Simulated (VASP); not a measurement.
# Mg (P6_3/mmc) in VASP: single point with PBEsol+D3(BJ)

Aim: the single point of Mg with PBEsol+D3(BJ).

Everything below comes from runs of VASP 6.6.1. Logs are shortened: lines on timing, memory, paths and dates and some standing lists are left out, and cuts for length are marked.

### Step 1. The cell of the first run

It takes space group P6_3/mmc (No. 194, hexagonal). Conventional cell: a = 3.486 Å, b = 3.486 Å, c = 4.178 Å, α = 90.00°, β = 90.00°, γ = 120.00°. Mg (site symmetry -6m2) has 12 Mg at 2.90 to 3.49 Å within 3.8 Å.

### Step 2. Single point, PBEsol+D3(BJ)

File INCAR:

```
PREC     = Accurate       # precision mode
ENCUT    = 600            # plane-wave cutoff, eV
EDIFF    = 1E-6           # SCF threshold, eV
ISMEAR   = 1              # smearing method
SIGMA    = 0.1            # smearing width, eV
LREAL    = F              # projectors in reciprocal space
LASPH    = T              # aspherical terms in the spheres
NELM     = 120            # most SCF steps
ALGO     = Normal         # electronic algorithm
ISIF     = 2              # what is computed and relaxed
LWAVE    = F              # write WAVECAR
LCHARG   = F              # write CHGCAR
GGA      = PS             # functional
IVDW     = 12             # dispersion correction
NBANDS   = 9              # bands
GGA_COMPAT= F
```

File KPOINTS:

```
Automatic mesh
0
Gamma
  6 6 4
```

File POSCAR:

```
Mg
1.0
    3.4863780000      0.0000000000      0.0000000000
   -1.7431890000      3.0192920000      0.0000000000
    0.0000000000      0.0000000000      4.1780410000
Mg
2
Direct
    0.6666666667      0.3333333333      0.7500000000
    0.3333333333      0.6666666667      0.2500000000
```

Potentials or basis: VASP PAW PBE potentials, release 64 (Mg).

The run is started by

```sh
$ cat potpaw_PBE.64/Mg/POTCAR > POTCAR
$ mpirun -np 1 vasp_std > vasp.out
```

OUTCAR:

```text
PREC = Accurate
   ENCUT = 600
   EDIFF = 1E-6
   ISMEAR = 1
   LREAL = F
   LASPH = T
   NELM = 120
   ISIF = 2
   GGA = PS
   IVDW = 12
 IVDW          = 12

 ion  position               nearest neighbor table
   1  0.667  0.333  0.750-   2 2.90   2 2.90   2 2.90   2 2.90   2 2.90   2 2.90
   2  0.333  0.667  0.250-   1 2.90   1 2.90   1 2.90   1 2.90   1 2.90   1 2.90

  LATTYP: Found a hexagonal cell.
 ALAT       =     3.4863780000
 C/A-ratio  =     1.1983901344

  Lattice vectors:

 A1 = (   3.4863780000,   0.0000000000,   0.0000000000)
 A2 = (  -1.7431890000,   3.0192920000,   0.0000000000)
 A3 = (   0.0000000000,   0.0000000000,   4.1780410000)

Analysis of symmetry for initial positions (statically):
[... 10 lines left out ...]

The static configuration has the point symmetry D_3d.
 The point group associated with its full space group is D_6h.

Analysis of symmetry for dynamics (positions and initial velocities):
[... 10 lines left out ...]

The dynamic configuration has the point symmetry D_3d.
 The point group associated with its full space group is D_6h.

 Subroutine INISYM returns: Found 24 space group operations
[... 5 lines left out ...]
                                     Primitive cell

  volume of cell :      43.9797

  direct lattice vectors                    reciprocal lattice vectors
     3.486378000  0.000000000  0.000000000     0.286830631  0.165601737  0.000000000
    -1.743189000  3.019292000  0.000000000     0.000000000  0.331203474  0.000000000
     0.000000000  0.000000000  4.178041000     0.000000000  0.000000000  0.239346622

  length of vectors
     3.486378000  3.486378073  4.178041000     0.331203481  0.331203474  0.239346622

  position of ions in fractional coordinates (direct lattice)
     0.666666667  0.333333333  0.750000000
     0.333333333  0.666666667  0.250000000

  ion indices of the primitive-cell ions
   primitive index   ion index
                 1           1
                 2           2

----------------------------------------------------------------------------------------

 KPOINTS: Automatic mesh

Automatic generation of k-mesh.
 Grid dimensions read from file:
 generate k-points for:    6    6    4

 Generating k-lattice:

  Cartesian coordinates                     Fractional coordinates (reciprocal lattice)
     0.047805105  0.027600290  0.000000000     0.166666667 -0.000000000  0.000000000
     0.000000000  0.055200579  0.000000000     0.000000000  0.166666667  0.000000000
     0.000000000  0.000000000  0.059836656     0.000000000  0.000000000  0.250000000

  Length of vectors
     0.055200580  0.055200579  0.059836656

  Shift w.r.t. Gamma in fractional coordinates (k-lattice)
     0.000000000  0.000000000  0.000000000

 Subroutine IBZKPT returns following result:
 ===========================================

 Found     21 irreducible k-points:

 Following reciprocal coordinates:
            Coordinates               Weight
  0.000000  0.000000  0.000000      1.000000
  0.166667  0.000000  0.000000      6.000000
  0.333333  0.000000  0.000000      6.000000
  0.500000  0.000000  0.000000      3.000000
  0.166667  0.166667  0.000000      6.000000
  0.333333  0.166667  0.000000     12.000000
[... 13 lines left out ...]
  0.333333  0.166667  0.500000     12.000000
  0.333333  0.333333  0.500000      2.000000
   k-points           NKPTS =     21   k-points in BZ     NKDIM =     21   number of bands    NBANDS=      9
   number of dos      NEDOS =    301   number of ions     NIONS =      2
   total plane-waves  NPLWV =  28224
   dimension x,y,z NGX =    28 NGY =   28 NGZ =   36
   dimension x,y,z NGXF=    56 NGYF=   56 NGZF=   72
   ions per type =               2
   NGX,Y,Z   is equivalent  to a cutoff of  13.35, 13.35, 14.32 a.u.
   NGXF,Y,Z  is equivalent  to a cutoff of  26.70, 26.70, 28.65 a.u.
 SYSTEM =  unknown system
   PREC   = accura    normal or accurate (medium, high low for compatibility)
   ISTART =      0    job   : 0-new  1-cont  2-samecut
   ICHARG =      2    charge: 1-file 2-atom 10-const
   ISPIN  =      1    spin polarized calculation?
   LNONCOLLINEAR =      F non collinear calculations
   LSORBIT =      F    spin-orbit coupling
   LASPH  =      T    aspherical Exc in radial PAW
   ENCUT  =  600.0 eV  44.10 Ry    6.64 a.u.   6.96  6.96  8.34*2*pi/ulx,y,z
   NELM   =    120;   NELMIN=  2; NELMDL= -5     # of ELM steps
   EDIFF  = 0.1E-05   stopping-criterion for ELM
   LREAL  =      F    real-space projection
   EDIFFG = 0.1E-04   stopping-criterion for IOM
   NSW    =      0    number of steps for IOM
   IBRION =     -1    ionic relax: 0-MD 1-quasi-New 2-CG
   NFREE  =      0    steps in history (QN), initial steepest desc. (CG)
   ISIF   =      2    stress and relaxation
   ISYM   =      2    0-nonsym 1-usesym 2-fastsym
   POTIM  = 0.5000    time-step for ionic-motion
   TEBEG  =    0.0;   TEEND  =   0.0 temperature during run
   PSTRESS=    0.0 pullay stress
   NELECT =       4.0000    total number of electrons
   NUPDOWN=      -1.0000    fix difference up-down
   EMIN   =  10.00;   EMAX   =-10.00  energy-range for DOS
   EFERMI =   0.00;   METHOD = LEGACY
   ISMEAR =     1;   SIGMA  =   0.10  broadening in eV -4-tet -1-fermi 0-gaus
   EFERMI_NEDOS =   21; number of points for ismear=-14 and -15
   IALGO  =     38    algorithm
   IMIX   =      4    mixing-type and parameters
     AMIX     =   0.40;   BMIX     =  1.00
     AMIX_MAG =   1.60;   BMIX_MAG =  1.00
  volume/ion in A,a.u.               =      21.99       148.39
  Fermi-wavevector in a.u.,A,eV,Ry     =   0.736225  1.391264  7.374734  0.542028
  Thomas-Fermi vector in A             =   1.829613
   LORBIT       =      0    0 simple, 1 ext, 2 COOP (PROOUT), +10 PAW based schemes
   GGA     = PS    functional components
   LHFCALC =     F    Hartree Fock is set to
   AEXX    =    0.0000 exact exchange contribution
   IVDW    =    12    specifies the selected vdW correction
   LEPSILON=     F    determine dielectric tensor
   LRPA    =     F    only Hartree local field effects (RPA)
 non-spin polarized calculation
 Methfessel and Paxton  Order N= 1 SIGMA  =   0.10
  energy-cutoff  :      600.00
  volume of cell :       43.98
 maximum number of plane-waves:      1485
 NGX is ok and might be reduce to    28
   NGX = 13   NGY = 13   NGZ = 17

 number of electron       4.0000000 magnetization

 Free energy of the ion-electron system (eV)
  ---------------------------------------------------
  ext. energy  EPLUGINS =         0.00000000
  ---------------------------------------------------
  free energy    TOTEN  =        -3.16265134 eV

  energy without entropy =       -3.16477828  energy(sigma->0) =       -3.16336032

 E-fermi :   3.3287     XC(G=0):  -8.6557

 val. band max:        2.7288983108   @ k =   0.3333   0.0000   0.0000
 cond. band min:       3.3295876883   @ k =   0.3333   0.3333   0.5000
 fundamental gap:      0.6006893775
 Fermi energy:         3.3286963668

 k-point     1 :       0.0000    0.0000    0.0000
  band No.  band energies     occupation
      1      -4.3130      2.00000
      2       3.3928      0.12489
      3       4.5585     -0.00000
      4      10.3893      0.00000
      5      10.3893      0.00000
      6      10.9132      0.00000
      7      10.9132      0.00000
      8      13.1260      0.00000
      9      13.7225      0.00000

 k-point     2 :       0.1667    0.0000    0.0000
  band No.  band energies     occupation
      1      -3.8552      2.00000
      2       3.7935     -0.00000
      3       4.8287     -0.00000
      4       6.9047      0.00000
      5       8.6569      0.00000
      6       9.9910      0.00000
      7      13.3842      0.00000
      8      13.4573      0.00000
      9      15.1181      0.00000

 k-point     3 :       0.3333    0.0000    0.0000
  band No.  band energies     occupation
      1      -2.4962      2.00000
      2       2.7289      2.00000
      3       4.9958     -0.00000
      4       6.3248      0.00000
      5       7.4850      0.00000
      6       8.8328      0.00000
      7       9.8655      0.00000
      8      12.4821      0.00000
      9      13.8794      0.00000

 k-point     4 :       0.5000    0.0000    0.0000
  band No.  band energies     occupation
      1      -0.4220      2.00000
      2      -0.1138      2.00000
      3       6.7726      0.00000
      4       7.0719      0.00000
      5       7.0952      0.00000
      6       7.2869      0.00000
      7       8.7652      0.00000
      8      10.5896      0.00000
      9      13.4540      0.00000

 k-point     5 :       0.1667    0.1667    0.0000
  band No.  band energies     occupation
      1      -2.9467      2.00000
      2       4.4032     -0.00000
      3       4.5953     -0.00000
      4       5.0416     -0.00000
      5       6.6554      0.00000
      6      11.4775      0.00000
      7      12.1949      0.00000
      8      12.3605      0.00000
      9      12.6039      0.00000

 k-point     6 :       0.3333    0.1667    0.0000
  band No.  band energies     occupation
      1      -1.1598      2.00000
      2       1.4723      2.00000
      3       4.0119     -0.00000
      4       6.1891      0.00000
      5       8.0850      0.00000
      6       8.6471      0.00000
      7      10.3751      0.00000
      8      11.1850      0.00000
      9      12.5733      0.00000
[... 133 lines left out ...]
 k-point    18 :       0.5000    0.0000    0.5000
  band No.  band energies     occupation
      1       1.4281      2.00000
      2       1.4281      2.00000
      3       2.1832      2.00000
      4       2.1832      2.00000
      5       8.9028      0.00000
      6       8.9028      0.00000
      7      10.2827      0.00000
      8      10.2827      0.00000
      9      17.7727      0.00000

 k-point    19 :       0.1667    0.1667    0.5000
  band No.  band energies     occupation
      1      -0.8475      2.00000
      2      -0.8475      2.00000
      3       6.5456      0.00000
      4       6.5456      0.00000
      5       7.3708      0.00000
      6       7.3708      0.00000
      7      13.9540      0.00000
      8      13.9540      0.00000
      9      14.5787      0.00000

 k-point    20 :       0.3333    0.1667    0.5000
  band No.  band energies     occupation
      1       0.8722      2.00000
      2       0.8722      2.00000
      3       3.5606     -0.00501
      4       3.5606     -0.00501
      5       6.2105      0.00000
      6       6.2105      0.00000
      7      13.6729      0.00000
      8      13.6729      0.00000
      9      17.0147      0.00000

 k-point    21 :       0.3333    0.3333    0.5000
  band No.  band energies     occupation
      1       2.3753      2.00000
      2       2.3753      2.00000
      3       3.3296      0.98491
      4       3.3296      0.98491
      5       3.7151     -0.00000
      6       3.7151     -0.00000
      7      17.2416      0.00000
      8      17.2425      0.00000
      9      17.6339      0.00000

------------------------ aborting loop because EDIFF is reached ----------------------------------------

 Edisp (eV)   -0.54720

 E8    (eV) :    -0.3630

  FORCE on cell =-STRESS in cart. coord.  units (eV):
  Direction    XX          YY          ZZ          XY          YZ          ZX
  --------------------------------------------------------------------------------------
  -------------------------------------------------------------------------------------
  Total      -0.47618    -0.47618     1.77722     0.00000     0.00000     0.00000
  in kB     -17.34708   -17.34708    64.74402     0.00000     0.00000     0.00000
  external pressure =       10.02 kB  Pullay stress =        0.00 kB

 VOLUME and BASIS-vectors are now :
 -----------------------------------------------------------------------------
  energy-cutoff  :      600.00
  volume of cell :       43.98
      direct lattice vectors                 reciprocal lattice vectors
     3.486378000  0.000000000  0.000000000     0.286830631  0.165601737  0.000000000
    -1.743189000  3.019292000  0.000000000     0.000000000  0.331203474  0.000000000
     0.000000000  0.000000000  4.178041000     0.000000000  0.000000000  0.239346622

 POSITION                                       TOTAL-FORCE (eV/Angst)
 -----------------------------------------------------------------------------------
      1.74319      1.00643      3.13353        -0.000000     -0.000000      0.000000
     -0.00000      2.01286      1.04451         0.000000      0.000000      0.000000
 -----------------------------------------------------------------------------------
    total drift:                               -0.000000      0.000000     -0.000000

  FREE ENERGIE OF THE ION-ELECTRON SYSTEM (eV)
  ---------------------------------------------------
  free  energy   TOTEN  =        -3.7098534797 eV

  energy  without entropy=       -3.7119804173  energy(sigma->0) =       -3.71056246
```

Run time: 19 s. Hardware: 1 thread of Intel Xeon 8259CL, shared host; peak memory 0.18 GiB.

Results:

| Property | Result |
| --- | --- |
| Free energy | -3.7099 eV |
| Pressure | 1.0 GPa |
| Band gap on the k mesh | zero (band 2 reaches 4.40 eV, above the bottom of band 3 at 1.33 eV) |
| Dispersion energy per atom | -0.274 eV |

Caveat: the k points lie up to 0.38 Å⁻¹ apart; three body term missing; the PAW data sets were made with another functional, which shifts forces and pressure a little; pairwise dispersion overbinds metals, which lowers pressure and volume.
